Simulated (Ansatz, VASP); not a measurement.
Y: VASP beside Ansatz

File INCAR:

```
SYSTEM = Y
PREC     = Accurate       ! precision mode
ENCUT    = 520            ! plane-wave cutoff, eV
EDIFF    = 1E-7           ! SCF threshold, eV
ISMEAR   = -1             ! smearing method
SIGMA    = 0.1            ! smearing width, eV
LREAL    = .FALSE.        ! projectors in reciprocal space
LASPH    = .TRUE.         ! aspherical terms in the spheres
NELM     = 80             ! most SCF steps
ALGO     = Normal         ! electronic algorithm
ISIF     = 2              ! what is computed and relaxed
LWAVE    = .FALSE.        ! write WAVECAR
LCHARG   = .FALSE.        ! write CHGCAR
GGA      = PE             ! functional
NBANDS   = 18             ! bands
```

The input KPOINTS:

```
Automatic mesh
0
G
  2 2 1
  0 0 0
```

POSCAR

```
Y
1.0
    3.6535431712      0.0000000000      0.0000000000
   -1.8267715856      3.1640612001      0.0000000000
    0.0000000000      0.0000000000      5.6988610241
Y
2
Direct
    0.3333333333      0.6666666667      0.2500000000
    0.6666666667      0.3333333333      0.7500000000
```

Input for Ansatz:

```yaml
crystal:
  lattice:
    - [3.6535431712, 0.0, 0.0]
    - [-1.8267715856, 3.1640612001, 0.0]
    - [0.0, 0.0, 5.6988610241]
  atoms:
    - { symbol: "Y", position: [0.3333333333, 0.6666666667, 0.25] }
    - { symbol: "Y", position: [0.6666666667, 0.3333333333, 0.75] }
hamiltonian:
  xc: pbe
  pseudopotentials:
    kind: paw
    azcp:
      "Y": "pseudopotentials/Y.paw.azcp"
basis:
  ecutwfc: 420
  fft_grid_basis: typed
kpoints:
  mp_grid: { grid: [2, 2, 1], shift: [0, 0, 0] }
magnetization:
  spin_polarized: false
scf:
  occupations: { method: fermi_dirac, width: 0.1 }
  lower_state_search: "off"
output:
  stress: true
```

Alike in both runs: task single point; functional PBE; k mesh 2 × 2 × 1; occupations fermi-dirac, width 0.1 eV; no spin polarisation.

|  | VASP | Ansatz |
| --- | --- | --- |
| version | VASP 6.6.1 | Ansatz 0.2.0 |
| potentials or method | VASP PAW PBE potentials, release 64 (Y_sv), cutoff 520 eV | plane waves (420 eV) with PAW, scalar-relativistic |
| valence electrons in the cell | 22 | 22 |

|  | VASP | Ansatz | Ansatz less VASP |
| --- | --- | --- | --- |
| pressure (GPa) | -8.5 | -8.4 | +0.08 |
| traceless stress, the component that is largest in VASP (GPa) | 0.51 | 0.47 | -0.038 |

The k mesh is coarse, so the values compare programs but aren't converged.
